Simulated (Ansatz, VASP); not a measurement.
# Two plane-wave programs on LiH

File INCAR:

```
  ALGO = Normal
  EDIFF = 1E-6
  ENCUT = 520
  GGA = PE
  ISIF = 2
  ISMEAR = 0
  LASPH = T
  LCHARG = F
  LREAL = F
  LWAVE = F
  NBANDS = 12
  NELM = 80
  PREC = Accurate
  SIGMA = 0.01
```

File KPOINTS:

```
k-points
0
Gamma
  12 12 6
```

Contents of POSCAR:

```
LiH
1.0
    3.2548234050      0.0000000000      0.0000000000
   -1.6274117025      2.8187597536      0.0000000000
    0.0000000000      0.0000000000      4.0690682714
Li H
2 2
Direct
    0.3333333333      0.6666666667      0.2500000000
    0.6666666667      0.3333333333      0.7500000000
    0.6666666667      0.3333333333      0.2500000000
    0.3333333333      0.6666666667      0.7500000000
```

Input for Ansatz:

```yaml
crystal:
  lattice:
    - [3.254823405, 0.0, 0.0]
    - [-1.6274117025, 2.8187597536, 0.0]
    - [0.0, 0.0, 4.0690682714]
  atoms:
    - { symbol: Li, position: [0.3333333333, 0.6666666667, 0.25] }
    - { symbol: Li, position: [0.6666666667, 0.3333333333, 0.75] }
    - { symbol: H, position: [0.6666666667, 0.3333333333, 0.25] }
    - { symbol: H, position: [0.3333333333, 0.6666666667, 0.75] }
kpoints:
  mp_grid: { grid: [12, 12, 6] }
  band_path:
    path:
      - [0.0, 0.0, 0.0]
      - [0.5, 0.0, 0.0]
      - [0.3333333333, 0.3333333333, 0.0]
      - [0.0, 0.0, 0.5]
      - [0.5, 0.0, 0.5]
      - [0.3333333333, 0.3333333333, 0.5]
    npoints: 1
hamiltonian:
  xc: pbe
scf:
  occupations: { method: fixed }
  n_extra_bands: 5
output:
  forces: true
  stress: true
  eigenvalues: true
```

Alike in both runs: task single point; functional PBE; k mesh 12 × 12 × 6; no spin polarisation.

|  | VASP | Ansatz |
| --- | --- | --- |
| version | VASP 6.6.1 | Ansatz 0.2.0 |
| potentials or method | VASP PAW PBE potentials, release 64 (Li_sv, H) | plane waves, PAW |
| plane-wave cutoff (eV) | 520 | 420 |
| occupations | gaussian, width 0.01 eV | fixed |
| valence electrons in the cell | 8 | 8 |

|  | VASP | Ansatz | Ansatz less VASP |
| --- | --- | --- | --- |
| gap on the k mesh at the Fermi level (eV) | 1.83 | 1.84 | +0.007 |

Noted on VASP's run: the cutoff is under 1.25 times that of the potentials, so the pressure is a little rough.
